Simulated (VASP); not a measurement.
A run of VASP 6.6.1 is set up as follows.

The input INCAR:

```
SYSTEM = Zn
PREC = Accurate
ENCUT = 520
EDIFF = 1E-7
ISMEAR = -1
SIGMA = 0.1
LREAL = .False.
LASPH = .True.
NELM = 60
ALGO = Normal
ISIF = 2
LWAVE = .False.
LCHARG = .True.
GGA = PE
LELF = .True.
LVHAR = .True.
NBANDS = 19
```

File KPOINTS:

```
regular mesh
0
Gamma
  15 15 15
  0 0 0
```

The input POSCAR:

```
Zn
1.0
    0.0000000000      2.2848950106      2.2848950106
    2.2848950106      0.0000000000      2.2848950106
    2.2848950106      2.2848950106      0.0000000000
Zn
2
Direct
   -0.1250000000     -0.1250000000     -0.1250000000
    0.1250000000      0.1250000000      0.1250000000
```

Potentials or basis: VASP PAW PBE potentials, release 64 (Zn).

Run with:

```console
$ cat potpaw_PBE.64/Zn/POTCAR > POTCAR
$ mpirun -np 1 vasp_std > vasp.out
```

Problem. Predict the band gap on the k mesh.

Solution. Zero (band 12 reaches 14.66 eV, above the bottom of band 13 at 2.58 eV).

Problem. Estimate the pressure.

Solution. 122.1 GPa.
